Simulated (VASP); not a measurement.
Input of a VASP 6.6.1 run:

The input POSCAR:

```
Na
1.0
    3.6728259727      0.0000000000      0.0000000000
   -1.8364129863      3.1807605960      0.0000000000
    0.0000000000      0.0000000000      6.1540000000
Na
2
Direct
    0.3333333333      0.6666666667      0.2500000000
    0.6666666667      0.3333333333      0.7500000000
```

INCAR.step1

```
SYSTEM = Na
PREC = Accurate
ENCUT = 520
ISMEAR = 0
SIGMA = 0.15
LREAL = .FALSE.
LASPH = .TRUE.
NELM = 80
NBANDS = 14
GGA = PE
ALGO = Normal
EDIFF = 1E-4
LWAVE = .TRUE.
LCHARG = .FALSE.
```

The input INCAR.step2:

```
SYSTEM = Na
PREC = Accurate
ENCUT = 520
EDIFF = 1E-7
ISMEAR = 0
SIGMA = 0.15
LREAL = .FALSE.
LASPH = .TRUE.
NELM = 80
ALGO = Normal
ISIF = 2
LWAVE = .FALSE.
LCHARG = .TRUE.
METAGGA = R2SCAN
LMIXTAU = .TRUE.
LELF = .TRUE.
LVHAR = .TRUE.
NBANDS = 14
ISTART = 1
```

KPOINTS

```
regular mesh
0
G
  12 12 8
  0 0 0
```

Potentials or basis: VASP PAW PBE potentials, release 64 (Na_pv).

Run with:

```sh
$ cat potpaw_PBE.64/Na_pv/POTCAR > POTCAR
$ cp INCAR.step1 INCAR
$ mpirun -np 1 vasp_std > vasp.out
$ cp INCAR.step2 INCAR
$ mpirun -np 1 vasp_std > vasp.out
```

(1) What does it give for the pressure?

(2) Predict the band gap on the k mesh.

## Answers

(1) 0.4 GPa.

(2) zero (bands 7 and 8 overlap by 4.73 eV).

Caveat: the cell differs from its parent crystal (strain -0.025 along x and y, +0.000 along z); the PAW data sets were made with another functional, which shifts forces and pressure a little.
